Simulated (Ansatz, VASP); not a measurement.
HfC: VASP beside Ansatz

The input POSCAR:

```
HfC
1.0
    3.3428660531      0.0000000000      0.0000000000
   -1.6714330265      2.8950069234      0.0000000000
    0.0000000000      0.0000000000      5.2027140000
Hf C
2 2
Direct
    0.3333333333      0.6666666667      0.2500000000
    0.6666666667      0.3333333333      0.7500000000
    0.0000000000      0.0000000000      0.5000000000
    0.0000000000      0.0000000000      0.0000000000
```

File INCAR.step1:

```
PREC     = Accurate       # precision mode
ENCUT    = 520            # plane-wave cutoff, eV
EDIFF    = 1E-5           # SCF threshold, eV
ISMEAR   = -1             # smearing method
SIGMA    = 0.05           # smearing width, eV
LREAL    = F              # projectors in reciprocal space
LASPH    = T              # aspherical terms in the spheres
NELM     = 80             # most SCF steps
ALGO     = Normal         # electronic algorithm
ISIF     = 2              # what is computed and relaxed
LWAVE    = T              # write WAVECAR
LCHARG   = F              # write CHGCAR
GGA      = PE             # functional
NBANDS   = 22             # bands
```

File INCAR.step2:

```
PREC     = Accurate       # precision mode
ENCUT    = 520            # plane-wave cutoff, eV
EDIFF    = 1E-6           # SCF threshold, eV
ISMEAR   = -1             # smearing method
SIGMA    = 0.05           # smearing width, eV
LREAL    = F              # projectors in reciprocal space
LASPH    = T              # aspherical terms in the spheres
NELM     = 80             # most SCF steps
ALGO     = Normal         # electronic algorithm
ISIF     = 2              # what is computed and relaxed
LWAVE    = F              # write WAVECAR
LCHARG   = F              # write CHGCAR
GGA      = PE             # functional
LHFCALC  = T              # exact exchange
AEXX     = 0.5            # exact-exchange fraction
HFSCREEN = 0.2            # screening, 1/A
PRECFOCK = Normal       
ISTART   = 1            
NBANDS   = 22             # bands
```

File KPOINTS:

```
regular mesh
0
Gamma
  5 5 3
```

input.yaml

```yaml
crystal:
  lattice:
    - [3.3428660531, 0.0, 0.0]
    - [-1.6714330265, 2.8950069234, 0.0]
    - [0.0, 0.0, 5.202714]
  atoms:
    - { symbol: Hf, position: [0.3333333333, 0.6666666667, 0.25] }
    - { symbol: Hf, position: [0.6666666667, 0.3333333333, 0.75] }
    - { symbol: C, position: [0.0, 0.0, 0.5] }
    - { symbol: C, position: [0.0, 0.0, 0.0] }
hamiltonian:
  xc: { exchange: pbe, correlation: pbe, exx: { coeff: 0.5, omega: 0.2 } }
  pseudopotentials: { kind: paw }
kpoints:
  mp_grid: { grid: [5, 5, 3] }
scf:
  occupations: { method: fermi_dirac, width: 0.05 }
output:
  forces: true
  stress: true
  eigenvalues: true
```

Alike in both runs: task single point; functional PBE-based screened hybrid; k mesh 5 × 5 × 3; occupations fermi-dirac, width 0.05 eV; no spin polarisation.

```csv
,VASP,Ansatz
version,VASP 6.6.1,Ansatz 0.2.0
potentials or method,"VASP PAW PBE potentials, release 64 (Hf_pv, C)",Ansatz PAW
plane-wave cutoff (eV),520,420
valence electrons in the cell,28,60
```

VASP gave:

* gap on the k mesh at the Fermi level (eV): none
* pressure (GPa): -10.5
* traceless stress, the component that is largest in VASP (GPa): 2.55

Question: Which values does Ansatz return?

Answer: gap on the k mesh at the Fermi level (eV): none; pressure (GPa): -5.6; traceless stress, the component that is largest in VASP (GPa): 2.72.

VASP's potentials were made for PBE, not for PBE-based screened hybrid. A gap of «none» marks a metal or a gap that the smearing closes. One of these differences is far larger than is usual between the two programs; its cause wasn't traced. VASP's potentials hold 28 valence electrons a cell and Ansatz's 60, so a difference there can come from the potentials and not from the codes.

The k mesh is coarse, so the values compare programs but aren't converged. Spin-orbit coupling is off throughout.
